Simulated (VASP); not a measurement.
# Ti3Al (Fm-3m) in VASP: single point with PBEsol

Aim: the single point of Ti3Al with PBEsol.

Everything below comes from runs of VASP 6.6.1. Logs are shortened: lines on timing, memory, paths and dates and some standing lists are left out, and cuts for length are marked.

## Step 1: The cell of the first run

It takes space group Fm-3m (No. 225, cubic). Conventional cell: a = 6.875 Å, b = 6.875 Å, c = 6.875 Å, α = 90.00°, β = 90.00°, γ = 90.00°. Ti (site symmetry -43m) has 10 Ti at 2.98 to 3.44 Å and 4 Al at 2.98 Å within 3.9 Å. Within 3.9 Å of Ti (site symmetry m-3m) lie 8 Ti at 2.98 Å and 6 Al at 3.44 Å. Within 3.9 Å of Al (site symmetry m-3m) lie 14 Ti at 2.98 to 3.44 Å.

## Step 2: Single point, PBEsol, collinear spin (20.31 Å³/atom)

Contents of INCAR:

```
SYSTEM = Ti3Al
PREC = Accurate
ENCUT = 520
EDIFF = 1E-6
ISMEAR = 0
SIGMA = 0.15
LREAL = .False.
LASPH = .True.
NELM = 150
ALGO = Normal
ISIF = 2
LWAVE = .False.
LCHARG = .False.
ISPIN = 2
MAGMOM = 0.9 0.9 0.9 0
LORBIT = 11
NUPDOWN = 2.7
LMAXMIX = 4
GGA = PS
NBANDS = 32
```

Contents of KPOINTS:

```
regular mesh
0
Gamma
  12 12 12
  0 0 0
```

Contents of POSCAR:

```
Ti3Al
1.0
    0.0000000000      3.4375311292      3.4375311292
    3.4375311292      0.0000000000      3.4375311292
    3.4375311292      3.4375311292      0.0000000000
Ti Al
3 1
Direct
    0.7500000000      0.7500000000      0.7500000000
    0.2500000000      0.2500000000      0.2500000000
    0.0000000000      0.0000000000      0.0000000000
    0.5000000000      0.5000000000      0.5000000000
```

Potentials or basis: VASP PAW PBE potentials, release 64 (Ti_sv, Al).

Started as:

```sh
> cat potpaw_PBE.64/Ti_sv/POTCAR potpaw_PBE.64/Al/POTCAR > POTCAR
> mpirun -np 1 vasp_std > vasp.out
```

OUTCAR:

```text
SYSTEM = Ti3Al
   PREC = Accurate
   ENCUT = 520
   EDIFF = 1E-6
   ISMEAR = 0
   LREAL = .False.
   LASPH = .True.
   NELM = 150
   ISIF = 2
   ISPIN = 2
   LORBIT = 11
   NUPDOWN = 2.7
   GGA = PS

 ion  position               nearest neighbor table
   1  0.750  0.750  0.750-   4 2.98   4 2.98   4 2.98   4 2.98
   2  0.250  0.250  0.250-   4 2.98   4 2.98   4 2.98   4 2.98
   3  0.000  0.000  0.000-
   4  0.500  0.500  0.500-   2 2.98   2 2.98   2 2.98   1 2.98   2 2.98   1 2.98   1 2.98   1 2.98

  LATTYP: Found a face centered cubic cell.
 ALAT       =     6.8750622584

  Lattice vectors:

 A1 = (   0.0000000000,   3.4375311292,   3.4375311292)
 A2 = (   3.4375311292,   0.0000000000,   3.4375311292)
 A3 = (   3.4375311292,   3.4375311292,   0.0000000000)

Analysis of symmetry for initial positions (statically):
=====================================================================
 Subroutine PRICEL returns:
 Original cell was already a primitive cell.

 Routine SETGRP: Setting up the symmetry group for a
 face centered cubic supercell.

 Subroutine GETGRP returns: Found 48 space group operations
 (whereof 48 operations were pure point group operations)
 out of a pool of 48 trial point group operations.

The static configuration has the point symmetry O_h .

Analysis of symmetry for dynamics (positions and initial velocities):
=====================================================================
 Subroutine PRICEL returns:
 Original cell was already a primitive cell.

 Routine SETGRP: Setting up the symmetry group for a
 face centered cubic supercell.

 Subroutine GETGRP returns: Found 48 space group operations
 (whereof 48 operations were pure point group operations)
 out of a pool of 48 trial point group operations.

The dynamic configuration has the point symmetry O_h .

Analysis of structural, dynamic, and magnetic symmetry:
=====================================================================
 Subroutine PRICEL returns:
 Original cell was already a primitive cell.

 Routine SETGRP: Setting up the symmetry group for a
 face centered cubic supercell.

 Subroutine GETGRP returns: Found 48 space group operations
 (whereof 48 operations were pure point group operations)
 out of a pool of 48 trial point group operations.

The overall configuration has the point symmetry O_h .

 Subroutine INISYM returns: Found 48 space group operations
 (whereof 48 operations are pure point group operations),
 and found     1 'primitive' translations

----------------------------------------------------------------------------------------

                                     Primitive cell

  volume of cell :      81.2400

  direct lattice vectors                    reciprocal lattice vectors
     0.000000000  3.437531129  3.437531129    -0.145453228  0.145453228  0.145453228
     3.437531129  0.000000000  3.437531129     0.145453228 -0.145453228  0.145453228
     3.437531129  3.437531129  0.000000000     0.145453228  0.145453228 -0.145453228

  length of vectors
     4.861403144  4.861403144  4.861403144     0.251932381  0.251932381  0.251932381

  position of ions in fractional coordinates (direct lattice)
     0.750000000  0.750000000  0.750000000
     0.250000000  0.250000000  0.250000000
     0.000000000  0.000000000  0.000000000
     0.500000000  0.500000000  0.500000000

  ion indices of the primitive-cell ions
   primitive index   ion index
                 1           1
                 2           2
                 3           3
                 4           4

----------------------------------------------------------------------------------------

 KPOINTS: regular mesh

Automatic generation of k-mesh.
 Grid dimensions read from file:
 generate k-points for:   12   12   12

 Generating k-lattice:

  Cartesian coordinates                     Fractional coordinates (reciprocal lattice)
    -0.012121102  0.012121102  0.012121102     0.083333333  0.000000000  0.000000000
     0.012121102 -0.012121102  0.012121102     0.000000000  0.083333333  0.000000000
     0.012121102  0.012121102 -0.012121102     0.000000000  0.000000000  0.083333333

  Length of vectors
     0.020994365  0.020994365  0.020994365

  Shift w.r.t. Gamma in fractional coordinates (k-lattice)
     0.000000000  0.000000000  0.000000000

 Subroutine IBZKPT returns following result:
 ===========================================

 Found     72 irreducible k-points:

 Following reciprocal coordinates:
            Coordinates               Weight
  0.000000  0.000000  0.000000      1.000000
  0.083333  0.000000  0.000000      8.000000
  0.166667  0.000000  0.000000      8.000000
  0.250000  0.000000  0.000000      8.000000
  0.333333  0.000000  0.000000      8.000000
  0.416667  0.000000  0.000000      8.000000
[... 16 lines left out ...]
  0.500000  0.166667  0.000000     24.000000
 -0.416667  0.166667  0.000000     24.000000
 [... further k-points ...]
   k-points           NKPTS =     72   k-points in BZ     NKDIM =     72   number of bands    NBANDS=     32
   number of dos      NEDOS =    301   number of ions     NIONS =      4
   total plane-waves  NPLWV =  46656
   dimension x,y,z NGX =    36 NGY =   36 NGZ =   36
   dimension x,y,z NGXF=    72 NGYF=   72 NGZF=   72
   ions per type =               3   1
   NGX,Y,Z   is equivalent  to a cutoff of  12.31, 12.31, 12.31 a.u.
   NGXF,Y,Z  is equivalent  to a cutoff of  24.62, 24.62, 24.62 a.u.
 SYSTEM =  Ti3Al
   PREC   = accura    normal or accurate (medium, high low for compatibility)
   ISTART =      0    job   : 0-new  1-cont  2-samecut
   ICHARG =      2    charge: 1-file 2-atom 10-const
   ISPIN  =      2    spin polarized calculation?
   LNONCOLLINEAR =      F non collinear calculations
   LSORBIT =      F    spin-orbit coupling
   LASPH  =      T    aspherical Exc in radial PAW
   ENCUT  =  520.0 eV  38.22 Ry    6.18 a.u.   9.04  9.04  9.04*2*pi/ulx,y,z
   NELM   =    150;   NELMIN=  2; NELMDL= -5     # of ELM steps
   EDIFF  = 0.1E-05   stopping-criterion for ELM
   LREAL  =      F    real-space projection
   EDIFFG = 0.1E-04   stopping-criterion for IOM
   NSW    =      0    number of steps for IOM
   IBRION =     -1    ionic relax: 0-MD 1-quasi-New 2-CG
   NFREE  =      0    steps in history (QN), initial steepest desc. (CG)
   ISIF   =      2    stress and relaxation
   ISYM   =      2    0-nonsym 1-usesym 2-fastsym
   POTIM  = 0.5000    time-step for ionic-motion
   TEBEG  =    0.0;   TEEND  =   0.0 temperature during run
   PSTRESS=    0.0 pullay stress
   NELECT =      39.0000    total number of electrons
   NUPDOWN=       2.7000    fix difference up-down
   EMIN   =  10.00;   EMAX   =-10.00  energy-range for DOS
   EFERMI =   0.00;   METHOD = LEGACY
   ISMEAR =     0;   SIGMA  =   0.15  broadening in eV -4-tet -1-fermi 0-gaus
   EFERMI_NEDOS =   21; number of points for ismear=-14 and -15
   IALGO  =     38    algorithm
   IMIX   =      4    mixing-type and parameters
     AMIX     =   0.40;   BMIX     =  1.00
     AMIX_MAG =   1.60;   BMIX_MAG =  1.00
  volume/ion in A,a.u.               =      20.31       137.06
  Fermi-wavevector in a.u.,A,eV,Ry     =   1.281857  2.422359 22.356529  1.643158
  Thomas-Fermi vector in A             =   2.414203
   LORBIT       =     11    0 simple, 1 ext, 2 COOP (PROOUT), +10 PAW based schemes
   GGA     = PS    functional components
   LHFCALC =     F    Hartree Fock is set to
   AEXX    =    0.0000 exact exchange contribution
   IVDW    =     0    specifies the selected vdW correction
   LEPSILON=     F    determine dielectric tensor
   LRPA    =     F    only Hartree local field effects (RPA)
 spin polarized calculation
 Gauss-broadening in eV      SIGMA  =   0.15
  energy-cutoff  :      520.00
  volume of cell :       81.24
 maximum number of plane-waves:      2208
   NGX = 19   NGY = 19   NGZ = 19

 number of electron      38.9999982 magnetization       2.6999998

 Free energy of the ion-electron system (eV)
  ---------------------------------------------------
  ext. energy  EPLUGINS =         0.00000000
  ---------------------------------------------------
  free energy    TOTEN  =       -28.74992159 eV

  energy without entropy =      -28.68893169  energy(sigma->0) =      -28.71942664

 E-fermi :   6.2999     XC(G=0): -10.5387

 val. band max:        6.3393522883   @ k =  -0.4167   0.3333   0.0833
 cond. band min:       6.3068109413   @ k =  -0.4167   0.2500   0.0000
 fundamental gap:     -0.0325413470
 Fermi energy:         6.3411072263

 spin component 1

 k-point     1 :       0.0000    0.0000    0.0000
  band No.  band energies     occupation
      1     -50.7445      1.00000
      2     -50.7133      1.00000
      3     -50.6163      1.00000
      4     -27.1126      1.00000
      5     -27.1126      1.00000
      6     -27.1126      1.00000
[... 23 lines left out ...]
     30      10.8199      0.00000
     31      10.8199      0.00000

 k-point     2 :       0.0833    0.0000    0.0000
  band No.  band energies     occupation
      1     -50.7435      1.00000
      2     -50.7135      1.00000
      3     -50.6170      1.00000
      4     -27.1211      1.00000
      5     -27.1172      1.00000
      6     -27.1172      1.00000
[... 23 lines left out ...]
     30      10.8451      0.00000
     31      10.8451      0.00000

 k-point     3 :       0.1667    0.0000    0.0000
  band No.  band energies     occupation
      1     -50.7408      1.00000
      2     -50.7142      1.00000
      3     -50.6190      1.00000
      4     -27.1315      1.00000
      5     -27.1263      1.00000
      6     -27.1263      1.00000
[... 703 lines left out ...]
     30       9.4466      0.00000
     31       9.7090      0.00000

 k-point    24 :      -0.4167    0.1667    0.0000
  band No.  band energies     occupation
      1     -50.7243      1.00000
      2     -50.7203      1.00000
      3     -50.6296      1.00000
      4     -27.1588      1.00000
      5     -27.1541      1.00000
      6     -27.1279      1.00000
[... 23 lines left out ...]
     30       9.4879      0.00000
     31       9.7534      0.00000

 [... further k-points ...]

 spin component 2

 k-point     1 :       0.0000    0.0000    0.0000
  band No.  band energies     occupation
      1     -50.3507      1.00000
      2     -50.3339      1.00000
      3     -49.6135      1.00000
      4     -26.6991      1.00000
      5     -26.6991      1.00000
      6     -26.6991      1.00000
[... 23 lines left out ...]
     30      11.0977      0.00000
     31      11.0977      0.00000

 k-point     2 :       0.0833    0.0000    0.0000
  band No.  band energies     occupation
      1     -50.3504      1.00000
      2     -50.3342      1.00000
      3     -49.6136      1.00000
      4     -26.7004      1.00000
      5     -26.6988      1.00000
      6     -26.6988      1.00000
[... 23 lines left out ...]
     30      11.1328      0.00000
     31      11.1328      0.00000

 k-point     3 :       0.1667    0.0000    0.0000
  band No.  band energies     occupation
      1     -50.3493      1.00000
      2     -50.3349      1.00000
      3     -49.6140      1.00000
      4     -26.7024      1.00000
      5     -26.6978      1.00000
      6     -26.6978      1.00000
[... 703 lines left out ...]
     30       9.9462      0.00000
     31      10.2111      0.00000

 k-point    24 :      -0.4167    0.1667    0.0000
  band No.  band energies     occupation
      1     -50.3419      1.00000
      2     -50.3408      1.00000
      3     -49.6156      1.00000
      4     -26.7111      1.00000
      5     -26.7014      1.00000
      6     -26.6889      1.00000
[... 23 lines left out ...]
     30      10.0172      0.00000
     31      10.1908      0.00000

 [... further k-points ...]

 [bands above 31 left out]

------------------------ aborting loop because EDIFF is reached ----------------------------------------

  FORCE on cell =-STRESS in cart. coord.  units (eV):
  Direction    XX          YY          ZZ          XY          YZ          ZX
  --------------------------------------------------------------------------------------
  -------------------------------------------------------------------------------------
  Total       -8.4525308     -8.4525308     -8.4525308      0.0000000      0.0000000     -0.0000000
  in kB     -166.6968642   -166.6968642   -166.6968642      0.0000000      0.0000000     -0.0000000
  external PRESSURE =    -166.6968642 kB  Pullay stress =       0.0000000 kB

 VOLUME and BASIS-vectors are now :
 -----------------------------------------------------------------------------
  energy-cutoff  :      520.00
  volume of cell :       81.24
      direct lattice vectors                 reciprocal lattice vectors
     0.000000000  3.437531129  3.437531129    -0.145453228  0.145453228  0.145453228
     3.437531129  0.000000000  3.437531129     0.145453228 -0.145453228  0.145453228
     3.437531129  3.437531129  0.000000000     0.145453228  0.145453228 -0.145453228

 POSITION                                       TOTAL-FORCE (eV/Angst)
 -----------------------------------------------------------------------------------
      5.15630      5.15630      5.15630        -0.000000     -0.000000     -0.000000
      1.71877      1.71877      1.71877         0.000000      0.000000      0.000000
      0.00000      0.00000      0.00000         0.000000      0.000000     -0.000000
      3.43753      3.43753      3.43753         0.000000      0.000000     -0.000000
 -----------------------------------------------------------------------------------
    total drift:                                0.000000      0.000000      0.000000

  FREE ENERGIE OF THE ION-ELECTRON SYSTEM (eV)
  ---------------------------------------------------
  free  energy   TOTEN  =       -28.7499215863 eV

  energy  without entropy=      -28.6889316898  energy(sigma->0) =      -28.71942664

 total charge

# of ion       s       p       d       tot
------------------------------------------
    1        2.184   6.084   1.808  10.077
    2        2.184   6.084   1.808  10.077
    3        2.216   6.070   1.859  10.145
    4        0.394   0.348   0.000   0.742
--------------------------------------------------
tot          6.978  18.587   5.476  31.041

 magnetization (x)

# of ion       s       p       d       tot
------------------------------------------
    1        0.004   0.030   0.387   0.421
    2        0.004   0.030   0.387   0.421
    3        0.013   0.037   1.076   1.126
    4       -0.010  -0.019   0.000  -0.029
--------------------------------------------------
tot          0.011   0.079   1.849   1.939
```

Wall time 11 min (1 thread of Intel Xeon 8259CL, shared host); peak memory 0.39 GiB.

What came out:

```
Free energy                                           : -28.7499 eV
Pressure                                              : -16.7 GPa
Net moment                                            : 2.70 μB per cell
Site moments                                          : Ti +0.42, +1.13 (each value once); Al -0.03 μB
Valence electrons inside the program's atomic spheres : Ti 10.08, 10.14 (each value once); Al 0.74
```

Caveat: the cell stands under tension; the PAW data sets were made with another functional, which shifts forces and pressure a little; the total moment is fixed, so each spin has its own Fermi level and the state may be an excited one.
